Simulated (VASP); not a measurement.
# Ga (Fm-3m) in VASP: single point with HSE06

Aim: the single point of Ga with HSE06.

Program: VASP 6.6.1. These are calculated values, not measurements. Logs are shortened: lines on timing, memory, paths and dates and some standing lists are left out, and cuts for length are marked.

### Step 1. The cell of the first run

The structure is cubic, space group Fm-3m (No. 225). The conventional cell has a = 4.207 Å, b = 4.207 Å, c = 4.207 Å, α = 90.00°, β = 90.00°, γ = 90.00°. Within 3.9 Å of Ga (site symmetry m-3m) lie 12 Ga at 2.97 Å.

This isn't the form of Ga at room conditions, which is orthorhombic.

### Step 2. Single point, HSE06 (18.62 Å³/atom)

POSCAR reads:

```
Ga
1.0
    0.0000000000      2.1035687955      2.1035687955
    2.1035687955      0.0000000000      2.1035687955
    2.1035687955      2.1035687955      0.0000000000
Ga
1
Direct
    0.0000000000      0.0000000000      0.0000000000
```

INCAR.step1 reads:

```
ALGO = Normal
EDIFF = 1E-5
ENCUT = 520
GGA = PE
ISIF = 2
ISMEAR = 0
LASPH = True
LREAL = False
LWAVE = True
NBANDS = 12
NELM = 100
PREC = Accurate
SIGMA = 0.05
```

INCAR.step2 reads:

```
ALGO = Normal
EDIFF = 1E-6
ENCUT = 520
GGA = PE
HFSCREEN = 0.2079
ISIF = 2
ISMEAR = 0
ISTART = 1
LASPH = True
LCHARG = True
LELF = True
LHFCALC = True
LREAL = False
LVHAR = True
LWAVE = False
NBANDS = 12
NELM = 100
PREC = Accurate
PRECFOCK = Normal
SIGMA = 0.05
```

KPOINTS reads:

```
k-points
0
Gamma
  8 8 8
```

Potentials or basis: VASP PAW PBE potentials, release 64 (Ga_d).

Started as:

```sh
cat potpaw_PBE.64/Ga_d/POTCAR > POTCAR
cp INCAR.step1 INCAR
mpirun -np 1 vasp_std > vasp.out
cp INCAR.step2 INCAR
mpirun -np 1 vasp_std > vasp.out
```

OUTCAR:

```text
EDIFF = 1E-6
   ENCUT = 520
   GGA = PE
   HFSCREEN = 0.2079
   ISIF = 2
   ISMEAR = 0
   ISTART = 1
   LASPH = True
   LHFCALC = True
   LREAL = False
   NELM = 100
   PREC = Accurate
   PRECFOCK = Normal

 ion  position               nearest neighbor table
   1  0.000  0.000  0.000-

  LATTYP: Found a face centered cubic cell.
 ALAT       =     4.2071375910

  Lattice vectors:

 A1 = (   0.0000000000,   2.1035687955,   2.1035687955)
 A2 = (   2.1035687955,   0.0000000000,   2.1035687955)
 A3 = (   2.1035687955,   2.1035687955,   0.0000000000)

Analysis of symmetry for initial positions (statically):
=====================================================================
 Subroutine PRICEL returns:
 Original cell was already a primitive cell.

 Routine SETGRP: Setting up the symmetry group for a
 face centered cubic supercell.

 Subroutine GETGRP returns: Found 48 space group operations
 (whereof 48 operations were pure point group operations)
 out of a pool of 48 trial point group operations.

The static configuration has the point symmetry O_h .

Analysis of symmetry for dynamics (positions and initial velocities):
=====================================================================
 Subroutine PRICEL returns:
 Original cell was already a primitive cell.

 Routine SETGRP: Setting up the symmetry group for a
 face centered cubic supercell.

 Subroutine GETGRP returns: Found 48 space group operations
 (whereof 48 operations were pure point group operations)
 out of a pool of 48 trial point group operations.

The dynamic configuration has the point symmetry O_h .

 Subroutine INISYM returns: Found 48 space group operations
 (whereof 48 operations are pure point group operations),
 and found     1 'primitive' translations

----------------------------------------------------------------------------------------

                                     Primitive cell

  volume of cell :      18.6166

  direct lattice vectors                    reciprocal lattice vectors
     0.000000000  2.103568796  2.103568796    -0.237691299  0.237691299  0.237691299
     2.103568796  0.000000000  2.103568796     0.237691299 -0.237691299  0.237691299
     2.103568796  2.103568796  0.000000000     0.237691299  0.237691299 -0.237691299

  length of vectors
[... 94 lines left out ...]
   EFERMI =   0.00;   METHOD = LEGACY
   ISMEAR =     0;   SIGMA  =   0.05  broadening in eV -4-tet -1-fermi 0-gaus
   EFERMI_NEDOS =   21; number of points for ismear=-14 and -15
   IALGO  =     38    algorithm
   IMIX   =      1    mixing-type and parameters
     AMIX     =   0.40;   BMIX     =  1.00
     AMIX_MAG =   1.60;   BMIX_MAG =  1.00
  volume/ion in A,a.u.               =      18.62       125.63
  Fermi-wavevector in a.u.,A,eV,Ry     =   1.452410  2.744657 28.701419  2.109495
  Thomas-Fermi vector in A             =   2.569795
   LORBIT       =      0    0 simple, 1 ext, 2 COOP (PROOUT), +10 PAW based schemes
   GGA     = PE    functional components
   LHFCALC =     T    Hartree Fock is set to
   PRECFOCK=normal    Normal, Fast or Accurate (Low or Medium for compatibility)
   ENCUT4O =  -1.0   cutoff for four orbital integrals eV
   NKREDX  =     1    reduce k-point grid by
   NKREDY  =     1    reduce k-point grid by
   NKREDZ  =     1    reduce k-point grid by
   AEXX    =    0.2500 exact exchange contribution
   HFSCREEN=    0.2079 screening length (either q_TF or 0.3 A-1)
   HFSCREENC=   0.2079 screening length for correlation (either q_TF or 0.3 A-1)
   ENCUTFOCK=  -1.0 apply spherical cutoff to Coloumb kernel
   IVDW    =     0    specifies the selected vdW correction
   LEPSILON=     F    determine dielectric tensor
   LRPA    =     F    only Hartree local field effects (RPA)
 non-spin polarized calculation
 Gauss-broadening in eV      SIGMA  =   0.05
  energy-cutoff  :      520.00
  volume of cell :       18.62
 maximum number of plane-waves:       531
 NGX is ok and might be reduce to    24
  NGX = 18; NGY = 18; NGZ = 18

 number of electron      13.0000006 magnetization

 Free energy of the ion-electron system (eV)
  ---------------------------------------------------
  ext. energy  EPLUGINS =         0.00000000
  ---------------------------------------------------
  free energy    TOTEN  =        -3.24330047 eV

  energy without entropy =       -3.24295979  energy(sigma->0) =       -3.24313013

 E-fermi :   5.9564     XC(G=0):  -9.1040

 val. band max:        5.6944880976   @ k =   0.5000   0.3750   0.0000
 cond. band min:       6.0292991546   @ k =   0.5000   0.2500   0.1250
 fundamental gap:      0.3348110570
 Fermi energy:         5.9564309081

 k-point     1 :       0.0000    0.0000    0.0000
  band No.  band energies     occupation
      1     -12.1382      2.00000
      2     -12.1382      2.00000
      3     -12.1382      2.00000
      4     -12.0148      2.00000
      5     -12.0148      2.00000
      6      -6.9221      2.00000
      7      19.2092      0.00000
      8      19.2092      0.00000
      9      19.2092      0.00000
     10      22.4294      0.00000
     11      22.7504      0.00000
     12      22.7504      0.00000
[... 331 lines left out ...]
 k-point    24 :      -0.3750    0.2500    0.1250
  band No.  band energies     occupation
      1     -12.1544      2.00000
      2     -12.1539      2.00000
      3     -12.0424      2.00000
      4     -12.0028      2.00000
      5     -11.9175      2.00000
      6       1.2329      2.00000
      7       2.4126      2.00000
      8      10.7584      0.00000
      9      12.1296      0.00000
     10      19.8192      0.00000
     11      22.2450      0.00000
     12      28.6185      0.00000

 [... further k-points ...]

------------------------ aborting loop because EDIFF is reached ----------------------------------------

  FORCE on cell =-STRESS in cart. coord.  units (eV):
  Direction    XX          YY          ZZ          XY          YZ          ZX
  --------------------------------------------------------------------------------------
  -------------------------------------------------------------------------------------
  Total        0.0354418      0.0354418      0.0354418      0.0000000     -0.0000000      0.0000000
  in kB        3.0501818      3.0501818      3.0501818      0.0000000     -0.0000000      0.0000000
  external PRESSURE =       3.0501818 kB  Pullay stress =       0.0000000 kB

 VOLUME and BASIS-vectors are now :
 -----------------------------------------------------------------------------
  energy-cutoff  :      520.00
  volume of cell :       18.62
      direct lattice vectors                 reciprocal lattice vectors
     0.000000000  2.103568796  2.103568796    -0.237691299  0.237691299  0.237691299
     2.103568796  0.000000000  2.103568796     0.237691299 -0.237691299  0.237691299
     2.103568796  2.103568796  0.000000000     0.237691299  0.237691299 -0.237691299

 POSITION                                       TOTAL-FORCE (eV/Angst)
 -----------------------------------------------------------------------------------
      0.00000      0.00000      0.00000        -0.000000      0.000000      0.000000
 -----------------------------------------------------------------------------------
    total drift:                                0.000000      0.000000     -0.000000

  FREE ENERGIE OF THE ION-ELECTRON SYSTEM (eV)
  ---------------------------------------------------
  free  energy   TOTEN  =        -3.2433004661 eV

  energy  without entropy=       -3.2429597917  energy(sigma->0) =       -3.24313013
```

OUTCAR.step1:

```text
EDIFF = 1E-5
   ENCUT = 520
   GGA = PE
   ISIF = 2
   ISMEAR = 0
[... 577 lines left out ...]

 POSITION                                       TOTAL-FORCE (eV/Angst)
 -----------------------------------------------------------------------------------
      0.00000      0.00000      0.00000         0.000000      0.000000      0.000000
 -----------------------------------------------------------------------------------
    total drift:                               -0.000000      0.000000     -0.000000

  FREE ENERGIE OF THE ION-ELECTRON SYSTEM (eV)
  ---------------------------------------------------
  free  energy   TOTEN  =        -2.8603557371 eV

  energy  without entropy=       -2.8600234621  energy(sigma->0) =       -2.86018960
```

Run time: 75 min. Hardware: 1 thread of Intel Xeon Platinum 8375C at 2.90GHz (Ice Lake), shared host; peak memory 0.26 GiB.

What came out:

```yaml
Free_energy: -3.2433 eV
Pressure: 0.3 GPa
Band_gap_on_the_k_mesh: zero (an odd number of electrons rules out a gap without spin polarisation)
```

Caveat: the PAW data sets were made with another functional, which shifts forces and pressure a little.
